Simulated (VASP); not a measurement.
InP:

```
In P
1.0
     0.00000    2.76883    2.76883
     2.76883    0.00000    2.76883
     2.76883    2.76883    0.00000
In P
1 1
Direct
  0.00000 0.00000 0.00000
  0.50000 0.50000 0.50000
```

Program: VASP 6.6.1. Alike in all runs: task single point; cell as given; cutoff (eV) 520.

Q: Order these runs on this cell by their pressure, lowest first.
A. level PBEsol; potentials or basis VASP PAW PBE potentials, release 64 (In_d, P); spin off; k mesh 8 × 8 × 8; smearing fermi-dirac 0.05 eV
B. level PBE; potentials or basis VASP PAW PBE potentials, release 64 (In_d, P); spin off; k mesh 8 × 8 × 8; smearing gaussian 0.03 eV
C. level BLYP; potentials or basis VASP PAW PBE potentials, release 64 (In_d, P); spin off; k mesh 8 × 8 × 8; smearing fermi-dirac 0.05 eV
D. level RPBE; potentials or basis VASP PAW PBE potentials, release 64 (In_d, P); spin off; k mesh 8 × 8 × 8; smearing fermi-dirac 0.05 eV
E. level LDA; potentials or basis VASP PAW LDA potentials, release 64 (In_d, P); spin non-collinear, zero start, SOC; k mesh 6 × 6 × 6; smearing fermi-dirac 0.05 eV

A: E (-5.0 GPa), A (-3.3 GPa), B (-0.1 GPa), D (1.8 GPa), C (5.3 GPa).

Caveats: the PAW data sets were made with another functional, which shifts forces and pressure a little (some runs).
